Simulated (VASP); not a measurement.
# Al2Pt (P-3m1) in VASP: single point with PBE

Aim: the single point of Al2Pt with PBE.

Everything below comes from runs of VASP 6.6.1. Logs are shortened: lines on timing, memory, paths and dates and some standing lists are left out, and cuts for length are marked.

## 1. The cell of the first run

The structure is trigonal, space group P-3m1 (No. 164). The conventional cell has a = 4.205 Å, b = 4.205 Å, c = 10.149 Å, α = 90.00°, β = 90.00°, γ = 120.00°. Within 3.4 Å of Al (site symmetry 3m) lie 4 Pt at 2.57 Å and 6 Al at 2.97 Å. Within 3.2 Å of Al (site symmetry 3m) lie 4 Pt at 2.42 to 2.57 Å and 6 Al at 2.89 to 2.97 Å. Within 3.4 Å of Al (site symmetry 3m) lie 4 Pt at 2.57 Å and 6 Al at 2.97 Å. Pt (site symmetry 3m) has 8 Al at 2.42 to 2.57 Å within 3.2 Å. Pt (site symmetry -3m) has 8 Al at 2.57 Å within 3.4 Å.

## 2. Single point, PBE

INCAR reads:

```
  ALGO = Fast
  EDIFF = 1E-7
  ENCUT = 520
  GGA = PE
  ISIF = 2
  ISMEAR = 0
  LASPH = True
  LCHARG = False
  LREAL = False
  LWAVE = False
  NBANDS = 34
  NELM = 100
  PREC = Accurate
  SIGMA = 0.15
```

KPOINTS reads:

```
k-points
0
Gamma
  13 13 5
```

POSCAR reads:

```
Al2Pt
1.0
    2.9732041201     -2.9732041201      0.0000000000
    2.9732041201      0.0000000000     -2.9732041201
    5.8598056999      5.8598056999      5.8598056999
Al Pt
6 3
Direct
    0.6666666667      0.6666666667      0.4228415299
    1.0000000000      0.0000000000      0.0845818364
    0.3333333333      0.3333333333      0.7611012234
    0.6666666667      0.6666666667      0.9302310701
    1.0000000000      1.0000000000      0.5919713766
    0.3333333333      0.3333333333      0.2537116831
    0.0000000000      0.0000000000      0.8456661468
    0.3333333333      0.3333333333      0.5074064533
    0.6666666667      0.6666666667      0.1691467597
```

Potentials or basis: VASP PAW PBE potentials, release 64 (Al, Pt).

Started as:

```console
> cat potpaw_PBE.64/Al/POTCAR potpaw_PBE.64/Pt/POTCAR > POTCAR
> mpirun -np 1 vasp_std > vasp.out
```

OUTCAR:

```text
EDIFF = 1E-7
   ENCUT = 520
   GGA = PE
   ISIF = 2
   ISMEAR = 0
   LASPH = True
   LREAL = False
   NELM = 100
   PREC = Accurate

 ion  position               nearest neighbor table
   1  0.667  0.667  0.423-   8 2.57   8 2.57   8 2.57   9 2.57   5 2.97   5 2.97   5 2.97   6 2.97
                             6 2.97   6 2.97
   2  0.000  0.000  0.085-   7 2.42   9 2.57   9 2.57   9 2.57   4 2.89   4 2.89   4 2.89   6 2.97
                             6 2.97   6 2.97
   3  0.333  0.333  0.761-   8 2.57   7 2.57   7 2.57   7 2.57   4 2.97   4 2.97   5 2.97   4 2.97
                             5 2.97   5 2.97
   4  0.667  0.667  0.930-   9 2.42   7 2.57   7 2.57   7 2.57   2 2.89   2 2.89   2 2.89   3 2.97
                             3 2.97   3 2.97
   5  0.000  0.000  0.592-   8 2.57   8 2.57   8 2.57   7 2.57   1 2.97   1 2.97   1 2.97   3 2.97
                             3 2.97   3 2.97
   6  0.333  0.333  0.254-   9 2.57   9 2.57   9 2.57   8 2.57   2 2.97   2 2.97   2 2.97   1 2.97
                             1 2.97   1 2.97
   7  0.000  0.000  0.846-   2 2.42   4 2.57   3 2.57   4 2.57   4 2.57   3 2.57   3 2.57   5 2.57

   8  0.333  0.333  0.507-   5 2.57   3 2.57   1 2.57   1 2.57   5 2.57   5 2.57   1 2.57   6 2.57

   9  0.667  0.667  0.169-   4 2.42   2 2.57   6 2.57   6 2.57   2 2.57   2 2.57   6 2.57   1 2.57

  LATTYP: Found a hexagonal cell.
 ALAT       =     4.2047455903
 C/A-ratio  =     2.4138157652

  Lattice vectors:

 A1 = (  -2.9732041201,   0.0000000000,   2.9732041201)
 A2 = (   2.9732041201,  -2.9732041201,   0.0000000000)
 A3 = (   5.8598056999,   5.8598056999,   5.8598056999)

Analysis of symmetry for initial positions (statically):
=====================================================================
 Subroutine PRICEL returns:
 Original cell was already a primitive cell.

 Routine SETGRP: Setting up the symmetry group for a
 hexagonal supercell.

 Subroutine GETGRP returns: Found 12 space group operations
 (whereof  6 operations were pure point group operations)
 out of a pool of 24 trial point group operations.

The static configuration has the point symmetry C_3v.
 The point group associated with its full space group is D_3d.

Analysis of symmetry for dynamics (positions and initial velocities):
=====================================================================
 Subroutine PRICEL returns:
 Original cell was already a primitive cell.

 Routine SETGRP: Setting up the symmetry group for a
 hexagonal supercell.

 Subroutine GETGRP returns: Found 12 space group operations
 (whereof  6 operations were pure point group operations)
 out of a pool of 24 trial point group operations.

The dynamic configuration has the point symmetry C_3v.
 The point group associated with its full space group is D_3d.

 Subroutine INISYM returns: Found 12 space group operations
 (whereof  6 operations are pure point group operations),
 and found     1 'primitive' translations

----------------------------------------------------------------------------------------

                                     Primitive cell

  volume of cell :     155.4010

  direct lattice vectors                    reciprocal lattice vectors
     2.973204120 -2.973204120  0.000000000     0.112112495 -0.224224991  0.112112495
     2.973204120  0.000000000 -2.973204120     0.112112495  0.112112495 -0.224224991
     5.859805700  5.859805700  5.859805700     0.056884708  0.056884708  0.056884708

  length of vectors
     4.204745590  4.204745590 10.149481195     0.274618408  0.274618408  0.098527204

  position of ions in fractional coordinates (direct lattice)
     0.666666667  0.666666667  0.422841530
     0.000000000  0.000000000  0.084581836
     0.333333333  0.333333333  0.761101223
     0.666666667  0.666666667  0.930231070
     0.000000000  0.000000000  0.591971377
     0.333333333  0.333333333  0.253711683
     0.000000000  0.000000000  0.845666147
     0.333333333  0.333333333  0.507406453
     0.666666667  0.666666667  0.169146760

  ion indices of the primitive-cell ions
   primitive index   ion index
                 1           1
                 2           2
                 3           3
                 4           4
                 5           5
                 6           6
                 7           7
                 8           8
                 9           9

----------------------------------------------------------------------------------------

 KPOINTS: k-points

Automatic generation of k-mesh.
 Grid dimensions read from file:
 generate k-points for:   13   13    5

 Generating k-lattice:

  Cartesian coordinates                     Fractional coordinates (reciprocal lattice)
     0.008624038 -0.017248076  0.008624038     0.076923077  0.000000000  0.000000000
     0.008624038  0.008624038 -0.017248076     0.000000000  0.076923077  0.000000000
     0.011376942  0.011376942  0.011376942     0.000000000  0.000000000  0.200000000

  Length of vectors
     0.021124493  0.021124493  0.019705441

  Shift w.r.t. Gamma in fractional coordinates (k-lattice)
     0.000000000  0.000000000  0.000000000

 Subroutine IBZKPT returns following result:
 ===========================================

 Found     91 irreducible k-points:

 Following reciprocal coordinates:
            Coordinates               Weight
  0.000000  0.000000  0.000000      1.000000
  0.076923  0.000000  0.000000      6.000000
  0.153846  0.000000  0.000000      6.000000
  0.230769  0.000000  0.000000      6.000000
  0.307692  0.000000  0.000000      6.000000
  0.384615  0.000000  0.000000      6.000000
[... 16 lines left out ...]
  0.076923  0.000000  0.200000      6.000000
  0.076923  0.076923  0.200000      6.000000
 [... further k-points ...]
   k-points           NKPTS =     91   k-points in BZ     NKDIM =     91   number of bands    NBANDS=     34
   number of dos      NEDOS =    301   number of ions     NIONS =      9
   total plane-waves  NPLWV =  81920
   dimension x,y,z NGX =    32 NGY =   32 NGZ =   80
   dimension x,y,z NGXF=    64 NGYF=   64 NGZF=  160
   ions per type =               6   3
   NGX,Y,Z   is equivalent  to a cutoff of  12.65, 12.65, 13.10 a.u.
   NGXF,Y,Z  is equivalent  to a cutoff of  25.30, 25.30, 26.21 a.u.
 SYSTEM =  unknown system
   PREC   = accura    normal or accurate (medium, high low for compatibility)
   ISTART =      0    job   : 0-new  1-cont  2-samecut
   ICHARG =      2    charge: 1-file 2-atom 10-const
   ISPIN  =      1    spin polarized calculation?
   LNONCOLLINEAR =      F non collinear calculations
   LSORBIT =      F    spin-orbit coupling
   LASPH  =      T    aspherical Exc in radial PAW
   ENCUT  =  520.0 eV  38.22 Ry    6.18 a.u.   7.82  7.82 18.87*2*pi/ulx,y,z
   NELM   =    100;   NELMIN=  2; NELMDL= -5     # of ELM steps
   EDIFF  = 0.1E-06   stopping-criterion for ELM
   LREAL  =      F    real-space projection
   EDIFFG = 0.1E-05   stopping-criterion for IOM
   NSW    =      0    number of steps for IOM
   IBRION =     -1    ionic relax: 0-MD 1-quasi-New 2-CG
   NFREE  =      0    steps in history (QN), initial steepest desc. (CG)
   ISIF   =      2    stress and relaxation
   ISYM   =      2    0-nonsym 1-usesym 2-fastsym
   POTIM  = 0.5000    time-step for ionic-motion
   TEBEG  =    0.0;   TEEND  =   0.0 temperature during run
   PSTRESS=    0.0 pullay stress
   NELECT =      48.0000    total number of electrons
   NUPDOWN=      -1.0000    fix difference up-down
   EMIN   =  10.00;   EMAX   =-10.00  energy-range for DOS
   EFERMI =   0.00;   METHOD = LEGACY
   ISMEAR =     0;   SIGMA  =   0.15  broadening in eV -4-tet -1-fermi 0-gaus
   EFERMI_NEDOS =   21; number of points for ismear=-14 and -15
   IALGO  =     68    algorithm
   IMIX   =      4    mixing-type and parameters
     AMIX     =   0.40;   BMIX     =  1.00
     AMIX_MAG =   1.60;   BMIX_MAG =  1.00
  volume/ion in A,a.u.               =      17.27       116.52
  Fermi-wavevector in a.u.,A,eV,Ry     =   1.106634  2.091235 16.662217  1.224638
  Thomas-Fermi vector in A             =   2.243137
   LORBIT       =      0    0 simple, 1 ext, 2 COOP (PROOUT), +10 PAW based schemes
   GGA     = PE    functional components
   LHFCALC =     F    Hartree Fock is set to
   AEXX    =    0.0000 exact exchange contribution
   IVDW    =     0    specifies the selected vdW correction
   LEPSILON=     F    determine dielectric tensor
   LRPA    =     F    only Hartree local field effects (RPA)
 non-spin polarized calculation
 RMM-DIIS sequential band-by-band and
 Gauss-broadening in eV      SIGMA  =   0.15
  energy-cutoff  :      520.00
  volume of cell :      155.40
 maximum number of plane-waves:      4204
   NGX = 15   NGY = 15   NGZ = 37

 number of electron      48.0000000 magnetization

 Free energy of the ion-electron system (eV)
  ---------------------------------------------------
  ext. energy  EPLUGINS =         0.00000000
  ---------------------------------------------------
  free energy    TOTEN  =       -48.66082106 eV

  energy without entropy =      -48.62289414  energy(sigma->0) =      -48.64185760

 E-fermi :   7.8657     XC(G=0): -10.6832

 val. band max:        7.8643587616   @ k =   0.1538   0.0769   0.2000
 cond. band min:       7.8749763915   @ k =   0.3077  -0.4615   0.2000
 fundamental gap:      0.0106176299
 Fermi energy:         7.8656991451

 k-point     1 :       0.0000    0.0000    0.0000
  band No.  band energies     occupation
      1      -2.3589      2.00000
      2      -0.9320      2.00000
      3      -0.8266      2.00000
      4       2.1294      2.00000
      5       2.1547      2.00000
      6       2.8077      2.00000
[... 26 lines left out ...]
     33      13.0908      0.00000
     34      13.1307      0.00000

 k-point     2 :       0.0769    0.0000    0.0000
  band No.  band energies     occupation
      1      -2.2878      2.00000
      2      -0.8619      2.00000
      3      -0.7561      2.00000
      4       2.1147      2.00000
      5       2.1421      2.00000
      6       2.7689      2.00000
[... 26 lines left out ...]
     33      13.2057      0.00000
     34      13.4823      0.00000
[... 775 lines left out ...]
     33      13.0846      0.00000
     34      13.6368      0.00000

 k-point    24 :       0.0769    0.0769    0.2000
  band No.  band energies     occupation
      1      -2.2266      2.00000
      2      -1.3034      2.00000
      3      -0.2897      2.00000
      4       1.9540      2.00000
      5       2.2994      2.00000
      6       2.7219      2.00000
[... 26 lines left out ...]
     33      13.2898      0.00000
     34      13.3429      0.00000

 [... further k-points ...]
[... 5 lines left out ...]
  --------------------------------------------------------------------------------------
  -------------------------------------------------------------------------------------
  Total        2.1116420      2.1116420      2.1116420      1.4244804      1.4244804      1.4244804
  in kB       21.7709289     21.7709289     21.7709289     14.6863248     14.6863248     14.6863248
  external PRESSURE =      21.7709289 kB  Pullay stress =       0.0000000 kB

 VOLUME and BASIS-vectors are now :
 -----------------------------------------------------------------------------
  energy-cutoff  :      520.00
  volume of cell :      155.40
      direct lattice vectors                 reciprocal lattice vectors
     2.973204120 -2.973204120  0.000000000     0.112112495 -0.224224991  0.112112495
     2.973204120  0.000000000 -2.973204120     0.112112495  0.112112495 -0.224224991
     5.859805700  5.859805700  5.859805700     0.056884708  0.056884708  0.056884708

 POSITION                                       TOTAL-FORCE (eV/Angst)
 -----------------------------------------------------------------------------------
      6.44204      0.49563      0.49563         0.054872      0.054872      0.054872
      0.49563      0.49563      0.49563         0.524197      0.524197      0.524197
      6.44204      3.46884      3.46884        -0.026485     -0.026485     -0.026485
      9.41525      3.46884      3.46884        -0.524197     -0.524197     -0.524197
      3.46884      3.46884      3.46884        -0.054872     -0.054872     -0.054872
      3.46884      0.49563      0.49563         0.026485      0.026485      0.026485
      4.95544      4.95544      4.95544        -0.488136     -0.488136     -0.488136
      4.95544      1.98224      1.98224        -0.000000     -0.000000     -0.000000
      4.95544     -0.99097     -0.99097         0.488136      0.488136      0.488136
 -----------------------------------------------------------------------------------
    total drift:                               -0.000002     -0.000002     -0.000002

  FREE ENERGIE OF THE ION-ELECTRON SYSTEM (eV)
  ---------------------------------------------------
  free  energy   TOTEN  =       -48.6608210625 eV

  energy  without entropy=      -48.6228941409  energy(sigma->0) =      -48.64185760
```

Wall time 19 min (1 thread of Oxide Virtual Turin-like, shared host); peak memory 0.5 GiB.

Results:

```yaml
Free_energy: -48.6608 eV
Pressure: 2.2 GPa
Largest_force: 0.908 eV/Å
Band_gap_on_the_k_mesh: zero (band 24 reaches 10.47 eV, above the bottom of band 25 at 6.93 eV)
```

Forces in eV/Å, atoms in the order of the input:
```
Al   0.055  0.055  0.055
Al   0.524  0.524  0.524
Al  -0.026 -0.026 -0.026
Al  -0.524 -0.524 -0.524
Al  -0.055 -0.055 -0.055
Al   0.026  0.026  0.026
Pt  -0.488 -0.488 -0.488
Pt   0.000  0.000  0.000
Pt   0.488  0.488  0.488
```

Caveat: spin-orbit coupling is left out, which moves the levels of the heavy elements.
